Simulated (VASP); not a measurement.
Si: single point with PBEsol

Crystal: Si.

```xyz
2
Lattice="-2.4141 2.2250 1.2768 2.4141 -2.2250 1.2768 2.4141 2.2250 -1.2768" Properties=species:S:1:pos:R:3 pbc="T T T"
Si    0.0000    0.0000   -0.1916
Si    0.0000    2.2250    1.0854
```

This isn't the form of Si at room conditions, which is diamond.

| Property | Result |
| --- | --- |
| Program | VASP 6.6.1 |
| Task | single point |
| Functional | PBEsol |
| Potentials or basis | VASP PAW PBE potentials, release 64 (Si) |
| Cutoff | 520 eV |
| k mesh | 24 × 24 × 24 |
| Occupations | gaussian, width 0.03 eV |
| Spin | no spin polarisation |

* Pressure: 10.2 GPa
* Band gap on the k mesh: zero (bands 4 and 5 overlap by 8.39 eV)

Stress tensor (GPa, compression positive):
```
10.26  0.00  0.00
 0.00 10.16  0.00
 0.00  0.00 10.15
```

Levels at points of the mesh, in eV from the Fermi level:
| k point | band 1 | band 2 | band 3 | band 4 | band 5 | band 6 | band 7 | band 8 |
| --- | --- | --- | --- | --- | --- | --- | --- | --- |
| (0.00, 0.00, 0.00) | -14.78 | -3.15 | -2.29 | -1.75 | 1.07 | 7.54 | 8.41 | 9.59 |
| (0.50, 0.00, 0.00) | -7.78 | -7.28 | -3.12 | -2.21 | -1.64 | 1.11 | 5.41 | 6.53 |
| (0.00, 0.50, 0.00) | -7.83 | -7.83 | -1.39 | -1.39 | -0.69 | -0.69 | 4.71 | 4.71 |
| (0.50, 0.50, 0.00) | -11.45 | -11.45 | -0.05 | -0.05 | 3.11 | 3.11 | 8.41 | 8.41 |
| (0.50, 0.50, 0.50) | -9.53 | -7.87 | -7.73 | -7.31 | 5.61 | 6.65 | 13.70 | 15.02 |

It took 6.1 min on 1 thread of Intel(R) Xeon(R) Platinum 8488C (Sapphire Rapids), with other jobs on the host, peak memory 0.55 GiB.

Caveat: the cell stands under pressure; the PAW data sets were made with another functional, which shifts forces and pressure a little.
